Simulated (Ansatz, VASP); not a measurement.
**Ba: VASP beside Ansatz**

INCAR

```
  PREC = Accurate
  ENCUT = 520
  EDIFF = 1E-7
  ISMEAR = 0
  SIGMA = 0.15
  LREAL = False
  LASPH = True
  NELM = 60
  ALGO = Fast
  ISIF = 2
  LWAVE = False
  LCHARG = True
  GGA = CA
  LELF = True
  LVHAR = True
  NBANDS = 11
```

File KPOINTS:

```
Automatic mesh
0
Gamma
  14 14 14
```

The input POSCAR:

```
Ba
1.0
   -2.6875000000      2.3125000000      2.5000000000
    2.6875000000     -2.3125000000      2.5000000000
    2.6875000000      2.3125000000     -2.5000000000
Ba
1
Direct
    0.0000000000      0.0000000000      0.0000000000
```

Input for Ansatz:

```yaml
crystal:
  lattice:
    - [-2.6875, 2.3125, 2.5]
    - [2.6875, -2.3125, 2.5]
    - [2.6875, 2.3125, -2.5]
  atoms:
    - { symbol: Ba, position: [0.0, 0.0, 0.0] }
basis:
  ecutwfc: 420
kpoints:
  mp_grid: { grid: [14, 14, 14] }
hamiltonian:
  xc: lda
scf:
  occupations: { method: gaussian, width: 0.15 }
output:
  forces: true
  stress: true
  eigenvalues: true
```

Change from the starting cell: strain +0.0750 x Voigt [1, -1, 0, 0, 0, 0], atoms carried along.

Alike in both runs: task single point; functional LDA; k mesh 14 × 14 × 14; occupations gaussian, width 0.15 eV; no spin polarisation.

|  | VASP | Ansatz |
| --- | --- | --- |
| version | VASP 6.6.1 | Ansatz 0.2.0 |
| potentials or method | VASP PAW LDA potentials, release 64 (Ba_sv), cutoff 520 eV | scalar-relativistic, plane waves, PAW |
| valence electrons in the cell | 10 | 10 |

|  | VASP | Ansatz | Ansatz less VASP |
| --- | --- | --- | --- |
| gap on the k mesh at the Fermi level (eV) | none | none | - |
| pressure (GPa) | -1.1 | -1.2 | -0.04 |
| traceless stress, the component that is largest in VASP (GPa) | 0.39 | 0.38 | -0.007 |

LDA's correlation is that of Perdew and Zunger in VASP and of Perdew and Wang (1992) in Ansatz. A gap of «none» marks a metal or a gap that the smearing closes.

Spin-orbit coupling is off throughout.
